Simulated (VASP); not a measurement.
Input of a VASP 6.6.1 run:

Contents of INCAR:

```
PREC = Accurate
ENCUT = 520
EDIFF = 1E-7
ISMEAR = -1
SIGMA = 0.025
LREAL = False
LASPH = True
NELM = 150
ALGO = Normal
ISIF = 2
LWAVE = False
LCHARG = True
ISPIN = 2
MAGMOM = 0.12
LORBIT = 11
GGA = RE
IVDW = 12
LELF = True
LVHAR = True
NBANDS = 12
```

File KPOINTS:

```
Automatic mesh
0
Gamma
  11 11 11
```

File POSCAR:

```
Al
1.0
    0.0000000000      2.0514502267      2.0514502267
    2.0514502267      0.0000000000      2.0514502267
    2.0514502267      2.0514502267      0.0000000000
Al
1
Direct
    0.0000000000      0.0000000000      0.0000000000
```

Potentials or basis: VASP PAW PBE potentials, release 64 (Al).

Command:

```bash
$ cat potpaw_PBE.64/Al/POTCAR > POTCAR
$ mpirun -np 1 vasp_std > vasp.out
```

**Question.** Predict the pressure.

**Answer.** -8.2 GPa.

**Question.** Predict the net moment.

**Answer.** 0.00 μB per cell.

Caveat: the PAW data sets were made with another functional, which shifts forces and pressure a little; pairwise dispersion overbinds metals, which lowers pressure and volume.
